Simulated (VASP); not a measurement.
Set up this calculation in VASP 6.6.1, as the native input.

| Item | Value |
| --- | --- |
| Task | relaxation of cell and atoms |
| Functional | PBEsol |
| Potentials or basis | VASP PAW PBE potentials, release 64 (Ni) |
| Cutoff | 600 eV |
| k mesh | 21 × 21 × 21 |
| Occupations | fermi-dirac, width 0.1 eV |
| Spin | collinear spin, ferromagnetic start |
| Starting moments | [1.0] μB |
| Dipole correction | no |
| Further INCAR settings | ALGO = Normal; EDIFF = 1e-06; IBRION = 2; EDIFFG = -0.005; NSW = 60; ISIF = 3 |

The structure of Ni lies in POSCAR:

```
Ni
1.0
    0.0000000000      1.7619589070      1.7619589070
    1.7619589070      0.0000000000      1.7619589070
    1.7619589070      1.7619589070      0.0000000000
Ni
1
Direct
    0.0000000000      0.0000000000      0.0000000000
```

These files were run (other wordings do the same):

INCAR

```
SYSTEM = Ni
PREC = Accurate
ENCUT = 600
EDIFF = 1E-6
ISMEAR = -1
SIGMA = 0.1
LREAL = .False.
LASPH = .True.
NELM = 150
ALGO = Normal
ISIF = 3
LWAVE = .False.
LCHARG = .False.
ISPIN = 2
MAGMOM = 1
LORBIT = 11
LMAXMIX = 4
GGA = PS
IBRION = 2
NSW = 60
EDIFFG = -0.005
```

KPOINTS

```
Automatic mesh
0
Gamma
  21 21 21
  0 0 0
```

Potentials or basis: VASP PAW PBE potentials, release 64 (Ni).

The run is started by

```sh
$ cat potpaw_PBE.64/Ni/POTCAR > POTCAR
$ mpirun -np 1 vasp_std > vasp.out
```

It gave:

```
Relaxed volume                                        : 10.39 Å³/atom
Relaxed cell                                          : a = 2.449 Å, b = 2.449 Å, c = 2.449 Å, α = 60.00°, β = 60.00°, γ = 60.00°
Space group after relaxing (to 0.1 Å)                 : Fm-3m (No. 225)
Energy gained by relaxing                             : 18.6 meV/atom
Ionic steps                                           : 5
Pressure after relaxing                               : 0.0 GPa
Net moment                                            : 0.59 μB per cell
Site moments                                          : Ni +0.60 μB
Valence electrons inside the program's atomic spheres : Ni 9.40
```

Caveat: the PAW data sets were made with another functional, which shifts forces and pressure a little.

Wall time 5.6 min on 1 thread of Intel Xeon 8259CL, on a shared host, peak memory 0.2 GiB.
